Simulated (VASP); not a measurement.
# BAs (F-43m) in VASP: further runs

Aim: see how the results for BAs move with the level of theory and the settings. Levels: RPBE+D4, revPBE+D3(BJ), revPBE+D4. Tasks: relaxation of cell and atoms.

Everything below comes from runs of VASP 6.6.1. Logs are shortened: lines on timing, memory, paths and dates and some standing lists are left out, and cuts for length are marked.

**1. The cell of the first run**

Symmetry: F-43m, No. 216, cubic system. The conventional cell has a = 4.777 Å, b = 4.777 Å, c = 4.777 Å, α = 90.00°, β = 90.00°, γ = 90.00°. Within 2.7 Å of As (site symmetry -43m) lie 4 B at 2.07 Å. Within 2.7 Å of B (site symmetry -43m) lie 4 As at 2.07 Å.

**2. Relaxation of cell and atoms, RPBE+D4**

The input, INCAR:

```
SYSTEM = BAs
ALGO = Normal
EDIFF = 1E-6
EDIFFG = -0.01
ENCUT = 600
GGA = RP
IBRION = 2
ISIF = 3
ISMEAR = -1
IVDW = 13
LASPH = .True.
LCHARG = .False.
LREAL = .False.
LWAVE = .False.
NELM = 80
NSW = 60
PREC = Accurate
SIGMA = 0.05
```

The input, KPOINTS:

```
k-points
0
Gamma
  10 10 10
  0 0 0
```

The input, POSCAR:

```
BAs
1.0
    0.0000000000      2.3885000000      2.3885000000
    2.3885000000      0.0000000000      2.3885000000
    2.3885000000      2.3885000000      0.0000000000
As B
1 1
Direct
    0.7500000000      0.7500000000      0.7500000000
    0.0000000000      0.0000000000      0.0000000000
```

Potentials or basis: VASP PAW PBE potentials, release 64 (As, B).

Launch:

```
$ cat potpaw_PBE.64/As/POTCAR potpaw_PBE.64/B/POTCAR > POTCAR
$ mpirun -np 1 vasp_std > vasp.out
```

OUTCAR:

```text
SYSTEM = BAs
   EDIFF = 1E-6
   EDIFFG = -0.01
   ENCUT = 600
   GGA = RP
   IBRION = 2
   ISIF = 3
   ISMEAR = -1
   IVDW = 13
   LASPH = .True.
   LREAL = .False.
   NELM = 80
   NSW = 60
   PREC = Accurate

 ion  position               nearest neighbor table
   1  0.750  0.750  0.750-   2 2.07   2 2.07   2 2.07   2 2.07
   2  0.000  0.000  0.000-   1 2.07   1 2.07   1 2.07   1 2.07

  LATTYP: Found a face centered cubic cell.
 ALAT       =     4.7770000000

  Lattice vectors:

 A1 = (   0.0000000000,   2.3885000000,   2.3885000000)
 A2 = (   2.3885000000,   0.0000000000,   2.3885000000)
 A3 = (   2.3885000000,   2.3885000000,   0.0000000000)

Analysis of symmetry for initial positions (statically):
=====================================================================
 Subroutine PRICEL returns:
 Original cell was already a primitive cell.

 Routine SETGRP: Setting up the symmetry group for a
 face centered cubic supercell.

 Subroutine GETGRP returns: Found 24 space group operations
 (whereof 24 operations were pure point group operations)
 out of a pool of 48 trial point group operations.

The static configuration has the point symmetry T_d .

Analysis of symmetry for dynamics (positions and initial velocities):
=====================================================================
 Subroutine PRICEL returns:
 Original cell was already a primitive cell.

 Routine SETGRP: Setting up the symmetry group for a
 face centered cubic supercell.

 Subroutine GETGRP returns: Found 24 space group operations
 (whereof 24 operations were pure point group operations)
 out of a pool of 48 trial point group operations.

The dynamic configuration has the point symmetry T_d .

 Subroutine INISYM returns: Found 24 space group operations
 (whereof 24 operations are pure point group operations),
 and found     1 'primitive' translations

----------------------------------------------------------------------------------------

                                     Primitive cell

  volume of cell :      27.2525

  direct lattice vectors                    reciprocal lattice vectors
     0.000000000  2.388500000  2.388500000    -0.209336404  0.209336404  0.209336404
     2.388500000  0.000000000  2.388500000     0.209336404 -0.209336404  0.209336404
     2.388500000  2.388500000  0.000000000     0.209336404  0.209336404 -0.209336404

  length of vectors
     3.377849094  3.377849094  3.377849094     0.362581287  0.362581287  0.362581287

  position of ions in fractional coordinates (direct lattice)
     0.750000000  0.750000000  0.750000000
     0.000000000  0.000000000  0.000000000

  ion indices of the primitive-cell ions
   primitive index   ion index
                 1           1
                 2           2

----------------------------------------------------------------------------------------

 KPOINTS: k-points

Automatic generation of k-mesh.
 Grid dimensions read from file:
 generate k-points for:   10   10   10

 Generating k-lattice:

  Cartesian coordinates                     Fractional coordinates (reciprocal lattice)
    -0.020933640  0.020933640  0.020933640     0.100000000  0.000000000  0.000000000
     0.020933640 -0.020933640  0.020933640     0.000000000  0.100000000  0.000000000
     0.020933640  0.020933640 -0.020933640     0.000000000  0.000000000  0.100000000

  Length of vectors
     0.036258129  0.036258129  0.036258129

  Shift w.r.t. Gamma in fractional coordinates (k-lattice)
     0.000000000  0.000000000  0.000000000

 Subroutine IBZKPT returns following result:
 ===========================================

 Found     47 irreducible k-points:

 Following reciprocal coordinates:
            Coordinates               Weight
  0.000000  0.000000  0.000000      1.000000
  0.100000  0.000000  0.000000      8.000000
  0.200000  0.000000  0.000000      8.000000
  0.300000  0.000000  0.000000      8.000000
  0.400000  0.000000  0.000000      8.000000
  0.500000  0.000000  0.000000      4.000000
[... 16 lines left out ...]
  0.300000  0.300000  0.000000      6.000000
  0.400000  0.300000  0.000000     24.000000
 [... further k-points ...]
   k-points           NKPTS =     47   k-points in BZ     NKDIM =     47   number of bands    NBANDS=      8
   number of dos      NEDOS =    301   number of ions     NIONS =      2
   total plane-waves  NPLWV =  21952
   dimension x,y,z NGX =    28 NGY =   28 NGZ =   28
   dimension x,y,z NGXF=    56 NGYF=   56 NGZF=   56
   ions per type =               1   1
   NGX,Y,Z   is equivalent  to a cutoff of  13.78, 13.78, 13.78 a.u.
   NGXF,Y,Z  is equivalent  to a cutoff of  27.56, 27.56, 27.56 a.u.
 SYSTEM =  BAs
   PREC   = accura    normal or accurate (medium, high low for compatibility)
   ISTART =      0    job   : 0-new  1-cont  2-samecut
   ICHARG =      2    charge: 1-file 2-atom 10-const
   ISPIN  =      1    spin polarized calculation?
   LNONCOLLINEAR =      F non collinear calculations
   LSORBIT =      F    spin-orbit coupling
   LASPH  =      T    aspherical Exc in radial PAW
   ENCUT  =  600.0 eV  44.10 Ry    6.64 a.u.   6.75  6.75  6.75*2*pi/ulx,y,z
   NELM   =     80;   NELMIN=  2; NELMDL= -5     # of ELM steps
   EDIFF  = 0.1E-05   stopping-criterion for ELM
   LREAL  =      F    real-space projection
   EDIFFG = -.1E-01   stopping-criterion for IOM
   NSW    =     60    number of steps for IOM
   IBRION =      2    ionic relax: 0-MD 1-quasi-New 2-CG
   NFREE  =      1    steps in history (QN), initial steepest desc. (CG)
   ISIF   =      3    stress and relaxation
   ISYM   =      2    0-nonsym 1-usesym 2-fastsym
   POTIM  = 0.5000    time-step for ionic-motion
   TEBEG  =    0.0;   TEEND  =   0.0 temperature during run
   PSTRESS=    0.0 pullay stress
   NELECT =       8.0000    total number of electrons
   NUPDOWN=      -1.0000    fix difference up-down
   EMIN   =  10.00;   EMAX   =-10.00  energy-range for DOS
   EFERMI =   0.00;   METHOD = LEGACY
   ISMEAR =    -1;   SIGMA  =   0.05  broadening in eV -4-tet -1-fermi 0-gaus
   EFERMI_NEDOS =   21; number of points for ismear=-14 and -15
   IALGO  =     38    algorithm
   IMIX   =      4    mixing-type and parameters
     AMIX     =   0.40;   BMIX     =  1.00
     AMIX_MAG =   1.60;   BMIX_MAG =  1.00
  volume/ion in A,a.u.               =      13.63        91.95
  Fermi-wavevector in a.u.,A,eV,Ry     =   1.088018  2.056057 16.106360  1.183784
  Thomas-Fermi vector in A             =   2.224191
   LORBIT       =      0    0 simple, 1 ext, 2 COOP (PROOUT), +10 PAW based schemes
   GGA     = RP    functional components
   LHFCALC =     F    Hartree Fock is set to
   AEXX    =    0.0000 exact exchange contribution
   IVDW    =    13    specifies the selected vdW correction
   LEPSILON=     F    determine dielectric tensor
   LRPA    =     F    only Hartree local field effects (RPA)
 conjugate gradient relaxation of ions
 non-spin polarized calculation
  energy-cutoff  :      600.00
  volume of cell :       27.25
 maximum number of plane-waves:       941
   NGX = 13   NGY = 13   NGZ = 13

--------------------------------------- Ionic step        1  -------------------------------------------

 number of electron       8.0000000 magnetization

 Free energy of the ion-electron system (eV)
  ---------------------------------------------------
  ext. energy  EPLUGINS =         0.00000000
  ---------------------------------------------------
  free energy    TOTEN  =       -10.72821504 eV

  energy without entropy =      -10.72821497  energy(sigma->0) =      -10.72821500

------------------------ aborting loop because EDIFF is reached ----------------------------------------

  DFT-D4 for vdW energy calculation

  Edisp (eV):   -1.56726

  FORCE on cell =-STRESS in cart. coord.  units (eV):
  Direction    XX          YY          ZZ          XY          YZ          ZX
  --------------------------------------------------------------------------------------
  -------------------------------------------------------------------------------------
  Total      -0.70572    -0.70572    -0.70572    -0.00000     0.00000     0.00000
  in kB     -41.48912   -41.48912   -41.48912    -0.00000     0.00000     0.00000
  external pressure =      -41.49 kB  Pullay stress =        0.00 kB
[... 61 lines left out ...]
  energy  without entropy=      -12.3008594797  energy(sigma->0) =      -12.30085954

--------------------------------------- Ionic step        3  -------------------------------------------

 number of electron       8.0000000 magnetization

 Free energy of the ion-electron system (eV)
  ---------------------------------------------------
  ext. energy  EPLUGINS =         0.00000000
  ---------------------------------------------------
  free energy    TOTEN  =       -10.68582076 eV

  energy without entropy =      -10.68582067  energy(sigma->0) =      -10.68582071

 E-fermi :   7.1387     XC(G=0): -10.6361

 val. band max:        6.5702986632   @ k =   0.0000   0.0000   0.0000
 cond. band min:       7.7418965458   @ k =   0.4000   0.4000   0.0000
 fundamental gap:      1.1715978827
 Fermi energy:         7.1387188127

 k-point     1 :       0.0000    0.0000    0.0000
  band No.  band energies     occupation
      1      -9.1168      2.00000
      2       6.5703      1.99998
      3       6.5703      1.99998
      4       6.5703      1.99998
      5       9.8839      0.00000
      6       9.8839      0.00000
      7       9.8839      0.00000
      8      11.6710      0.00000
[... 243 lines left out ...]
 k-point    24 :       0.4000    0.3000    0.0000
  band No.  band energies     occupation
      1      -6.3836      2.00000
      2       0.0092      2.00000
      3       2.4631      2.00000
      4       2.9667      2.00000
      5       8.2760      0.00000
      6      10.0065      0.00000
      7      15.6596      0.00000
      8      15.8679      0.00000

 [... further k-points ...]

------------------------ aborting loop because EDIFF is reached ----------------------------------------

  DFT-D4 for vdW energy calculation

  Edisp (eV):   -1.62050

  FORCE on cell =-STRESS in cart. coord.  units (eV):
  Direction    XX          YY          ZZ          XY          YZ          ZX
  --------------------------------------------------------------------------------------
  -------------------------------------------------------------------------------------
  Total       0.00119     0.00119     0.00119    -0.00000     0.00000     0.00000
  in kB       0.07208     0.07208     0.07208    -0.00000     0.00000     0.00000
  external pressure =        0.07 kB  Pullay stress =        0.00 kB
[... 17 lines left out ...]
  FREE ENERGIE OF THE ION-ELECTRON SYSTEM (eV)
  ---------------------------------------------------
  free  energy   TOTEN  =       -12.3063204671 eV

  energy  without entropy=      -12.3063203766  energy(sigma->0) =      -12.30632042

 reached required accuracy - stopping structural energy minimisation
```

Run time: 19 s. Hardware: 1 thread of Intel Xeon Platinum 8559C (Emerald Rapids), shared host; peak memory 0.17 GiB.

What came out:

| Item | Value |
| --- | --- |
| Free energy | -12.3063 eV |
| Relaxed volume | 13.22 Å³/atom |
| Relaxed cell | a = 3.344 Å, b = 3.344 Å, c = 3.344 Å, α = 60.00°, β = 60.00°, γ = 60.00° |
| Space group after relaxing (to 0.05 Å) | F-43m (No. 216) |
| Energy gained by relaxing | 5.4 meV/atom |
| Ionic steps | 3 |
| Pressure after relaxing | 0.0 GPa |
| Band gap on the k mesh | 1.17 eV, indirect (least direct gap 3.31 eV) |
| Dispersion energy per atom | -0.810 eV |

Step by step:
```
step  energy change (eV)  largest force (eV/Å)  pressure (GPa)  volume (Å³)
   1              0.0000                0.0000           -4.15        27.25
   2             -0.0054                0.0000            3.25        25.88
   3             -0.0108                0.0000            0.01        26.44
```

Final structure:
```cif
data_structure
_symmetry_space_group_name_H-M 'P 1'
_symmetry_Int_Tables_number 1
_cell_length_a 3.3439
_cell_length_b 3.3439
_cell_length_c 3.3439
_cell_angle_alpha 60.000
_cell_angle_beta 60.000
_cell_angle_gamma 60.000
_cell_volume 26.44
loop_
_atom_site_label
_atom_site_type_symbol
_atom_site_fract_x
_atom_site_fract_y
_atom_site_fract_z
_atom_site_occupancy
As1 As 0.75000 0.75000 0.75000 1
B1 B 0.00000 0.00000 0.00000 1
```

Caveat: the PAW data sets were made with another functional, which shifts forces and pressure a little. A k mesh can miss the band edges.

**3. Relaxation of cell and atoms, revPBE+D3(BJ)**

The input, INCAR:

```
SYSTEM = BAs
PREC = Accurate
ENCUT = 600
EDIFF = 1E-7
ISMEAR = -1
SIGMA = 0.05
LREAL = .False.
LASPH = .True.
NELM = 100
ALGO = Normal
ISIF = 3
LWAVE = .False.
LCHARG = .False.
GGA = RE
IVDW = 12
IBRION = 2
NSW = 60
EDIFFG = -0.01
```

The input, KPOINTS:

```
Automatic mesh
0
Gamma
  10 10 10
  0 0 0
```

POSCAR is that of step 2.

Potentials or basis: VASP PAW PBE potentials, release 64 (As, B).

Launch:

```
$ cat potpaw_PBE.64/As/POTCAR potpaw_PBE.64/B/POTCAR > POTCAR
$ mpirun -np 1 vasp_std > vasp.out
```

It took 24 s on 1 thread of Intel Xeon Platinum 8559C (Emerald Rapids), shared host; peak memory 0.18 GiB.

It converged, with:

| Quantity | Value |
| --- | --- |
| Free energy | -12.1560 eV |
| Relaxed volume | 13.39 Å³/atom |
| Relaxed cell | a = 3.358 Å, b = 3.358 Å, c = 3.358 Å, α = 60.00°, β = 60.00°, γ = 60.00° |
| Space group after relaxing (to 0.05 Å) | F-43m (No. 216) |
| Energy gained by relaxing | 1.8 meV/atom |
| Ionic steps | 3 |
| Pressure after relaxing | 0.0 GPa |
| Band gap on the k mesh | 1.18 eV, indirect (least direct gap 3.30 eV) |
| Dispersion energy per atom | -0.663 eV |

The path:
```
step  energy change (eV)  largest force (eV/Å)  pressure (GPa)  volume (Å³)
   1              0.0000                0.0000           -2.38        27.25
   2             -0.0018                0.0000            1.79        26.46
   3             -0.0036                0.0000            0.01        26.78
```

Final structure:
```cif
data_structure
_symmetry_space_group_name_H-M 'P 1'
_symmetry_Int_Tables_number 1
_cell_length_a 3.3584
_cell_length_b 3.3584
_cell_length_c 3.3584
_cell_angle_alpha 60.000
_cell_angle_beta 60.000
_cell_angle_gamma 60.000
_cell_volume 26.78
loop_
_atom_site_label
_atom_site_type_symbol
_atom_site_fract_x
_atom_site_fract_y
_atom_site_fract_z
_atom_site_occupancy
As1 As 0.75000 0.75000 0.75000 1
B1 B 0.00000 0.00000 0.00000 1
```

Levels at points of the mesh, in eV from the valence-band top:
```tsv
k point	band 1	band 2	band 3	band 4	band 5	band 6	band 7	band 8
(0.00, 0.00, 0.00)	-15.57	0.00	0.00	0.00	3.30	3.30	3.30	4.93
(0.50, 0.00, 0.00)	-12.63	-8.93	-1.86	-1.86	2.80	4.80	4.80	8.97
(0.50, 0.50, 0.00)	-11.27	-8.66	-4.16	-4.16	1.41	1.46	11.58	11.58
```

Caveat: the PAW data sets were made with another functional, which shifts forces and pressure a little.

**4. Relaxation of cell and atoms, revPBE+D4**

The input, INCAR:

```
SYSTEM = BAs
PREC = Accurate
ENCUT = 600
EDIFF = 1E-6
ISMEAR = -1
SIGMA = 0.05
LREAL = .False.
LASPH = .True.
NELM = 60
ALGO = Normal
ISIF = 3
LWAVE = .False.
LCHARG = .False.
GGA = RE
IVDW = 13
IBRION = 2
NSW = 60
EDIFFG = -0.01
```

The input, KPOINTS:

```
regular mesh
0
Gamma
  10 10 10
  0 0 0
```

POSCAR is that of step 3.

Launch:

```
$ cat potpaw_PBE.64/As/POTCAR potpaw_PBE.64/B/POTCAR > POTCAR
$ mpirun -np 1 vasp_std > vasp.out
```

It took 22 s on 1 thread of Intel Xeon Platinum 8559C (Emerald Rapids), shared host; peak memory 0.17 GiB.

It converged, with:

```yaml
Free_energy: -12.2653 eV
Relaxed_volume: 13.28 Å³/atom
Relaxed_cell: a = 3.349 Å, b = 3.349 Å, c = 3.349 Å, α = 60.00°, β = 60.00°, γ = 60.00°
Space_group_after_relaxing_to_0.05_Å: F-43m (No. 216)
Energy_gained_by_relaxing: 4.0 meV/atom
Ionic_steps: 3
Pressure_after_relaxing: 0.0 GPa
Band_gap_on_the_k_mesh: 1.17 eV, indirect (least direct gap 3.31 eV)
Dispersion_energy_per_atom: -0.724 eV
```

Step by step:
| step | energy change (eV) | largest force (eV/Å) | pressure (GPa) | volume (Å³) |
| --- | --- | --- | --- | --- |
| 1 | 0.0000 | 0.0000 | -3.56 | 27.25 |
| 2 | -0.0040 | 0.0000 | 2.73 | 26.08 |
| 3 | -0.0080 | 0.0000 | 0.00 | 26.55 |

Final structure:
```yaml
crystal:
  lattice:
    - [0.00000, 2.36789, 2.36789]
    - [2.36789, 0.00000, 2.36789]
    - [2.36789, 2.36789, 0.00000]
  atoms:
    - { symbol: As, position: [0.75000, 0.75000, 0.75000] }
    - { symbol: B, position: [0.00000, 0.00000, 0.00000] }
```

Levels at points of the mesh, in eV from the valence-band top:
| k point | band 2 | band 3 | band 4 | band 5 | band 6 | band 7 |
| --- | --- | --- | --- | --- | --- | --- |
| (0.00, 0.00, 0.00) | 0.00 | 0.00 | 0.00 | 3.31 | 3.31 | 3.31 |
| (0.50, 0.00, 0.00) | -8.99 | -1.87 | -1.87 | 2.86 | 4.81 | 4.81 |
| (0.50, 0.50, 0.00) | -8.71 | -4.20 | -4.20 | 1.40 | 1.45 | 11.66 |

Caveat: the PAW data sets were made with another functional, which shifts forces and pressure a little. As with any semilocal functional, this revPBE gap is likely too small.

**5. Summary**

```tsv
level	gap on the mesh (eV)	pressure (GPa)	relaxed volume (Å³/atom)
RPBE+D4	1.17	0.0	13.22
revPBE+D3(BJ)	1.18	0.0	13.39
revPBE+D4	1.17	0.0	13.28
```

Alike in all rows: task relaxation of cell and atoms; potentials or basis VASP PAW PBE potentials, release 64 (As, B); no spin polarisation; cell relaxed; k mesh 10 × 10 × 10; cutoff (eV) 600; smearing fermi-dirac 0.05 eV.

Caveats: the PAW data sets were made with another functional, which shifts forces and pressure a little.

Absolute energies hang on the potentials; compare differences alone.
